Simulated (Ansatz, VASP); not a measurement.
SiO2 in VASP and in Ansatz

```xyz
9
Lattice="5.0100 0.0000 0.0000 -2.5050 4.3388 0.0000 0.0000 0.0000 5.4700" Properties=species:S:1:pos:R:3 pbc="T T T"
Si    2.5050    0.0000    0.0000
Si    1.2525    2.1694    1.8233
Si   -1.2525    2.1694    3.6467
O     1.5954    0.9211    0.9117
O     0.0000    1.8422    2.7350
O     3.4146    0.9211    4.5583
O     0.9096    3.4177    0.9117
O     2.5050    2.4965    2.7350
O    -0.9096    3.4177    4.5583
```

Alike in both runs: task single point; functional PBE; k mesh 5 × 5 × 4; occupations fermi-dirac, width 0.03 eV; no spin polarisation.

|  | VASP | Ansatz |
| --- | --- | --- |
| version | VASP 6.6.1 | Ansatz 0.2.0 |
| potentials or method | VASP PAW PBE potentials, release 64 (Si, O), cutoff 520 eV | PAW, plane waves, scalar-relativistic |
| valence electrons in the cell | 48 | 48 |

Ansatz gave:

```
pressure (GPa)                     : 14.0
rms of the force components (eV/Å) : 0.402
```

Which values does VASP return?

Pressure (GPa): 14.2; rms of the force components (eV/Å): 0.398.

Atom by atom the forces differ by 0.005 eV/Å (rms over components). The functional is the same, so the differences come from potentials, cutoffs and numerics.
